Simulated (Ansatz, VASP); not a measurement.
Two plane-wave programs on TiO2

Contents of INCAR:

```
PREC = Accurate ; ENCUT = 520
EDIFF = 1E-6 ; ISMEAR = 0
SIGMA = 0.05 ; LREAL = F
LASPH = T ; NELM = 150
ALGO = Normal ; ISIF = 2
LWAVE = F ; LCHARG = F
LMAXMIX = 4 ; LDAU = T
LDAUTYPE = 2 ; LDAUL = 2 -1
LDAUU = 4 0 ; LDAUJ = 0 0
LDAUPRINT = 1 ; GGA = PE
IVDW = 12 ; NBANDS = 19
```

File KPOINTS:

```
regular mesh
0
Gamma
  9 9 9
```

File POSCAR:

```
TiO2
1.0
    1.4338500000      0.8278336835      4.1903000000
   -1.4338500000      0.8278336835      4.1903000000
    0.0000000000     -1.6556673670      4.1903000000
Ti O
1 2
Direct
    0.0000000000      0.0000000000      0.0000000000
    0.6017580785      0.6017580785      0.6017580785
    0.3982419215      0.3982419215      0.3982419215
```

Input for Ansatz:

```yaml
crystal:
  lattice:
    - [1.43385, 0.8278336835, 4.1903]
    - [-1.43385, 0.8278336835, 4.1903]
    - [0.0, -1.655667367, 4.1903]
  atoms:
    - { symbol: Ti, position: [0.0, 0.0, 0.0] }
    - { symbol: O, position: [0.6017580785, 0.6017580785, 0.6017580785] }
    - { symbol: O, position: [0.3982419215, 0.3982419215, 0.3982419215] }
basis:
  ecutwfc: 520.0
kpoints:
  mp_grid: { grid: [9, 9, 9] }
hamiltonian:
  xc: pbe
  pseudopotentials: { kind: paw, azcp: { folder: soft_1 } }
  dispersion: d3bj
  hubbard: { sites: [{ species: Ti, l: d, u_eff: 4.0 }] }
scf:
  occupations: { method: gaussian, width: 0.05 }
output:
  forces: true
  stress: true
  eigenvalues: true
```

Alike in both runs: task single point; functional PBE; dispersion D3(BJ); k mesh 9 × 9 × 9; occupations gaussian, width 0.05 eV; no spin polarisation; Hubbard terms Ti d U = 4.0 eV.

|  | VASP | Ansatz |
| --- | --- | --- |
| version | VASP 6.6.1 | Ansatz 0.2.0 |
| potentials or method | VASP PAW PBE potentials, release 64 (Ti_sv, O), cutoff 520 eV | scalar-relativistic, plane waves, PAW |
| valence electrons in the cell | 24 | 24 |

|  | VASP | Ansatz | Ansatz less VASP |
| --- | --- | --- | --- |
| gap on the k mesh at the Fermi level (eV) | 3.33 | 3.23 | -0.104 |
| least direct gap on the mesh (eV) | 3.91 | 3.80 | -0.114 |
| rms of the force components (eV/Å) | 2.454 | 2.209 | -0.2447 |

The programs project onto different local orbitals, so the same U acts differently, and such runs can settle in different states. Atom by atom the forces differ by 0.245 eV/Å (rms over components).
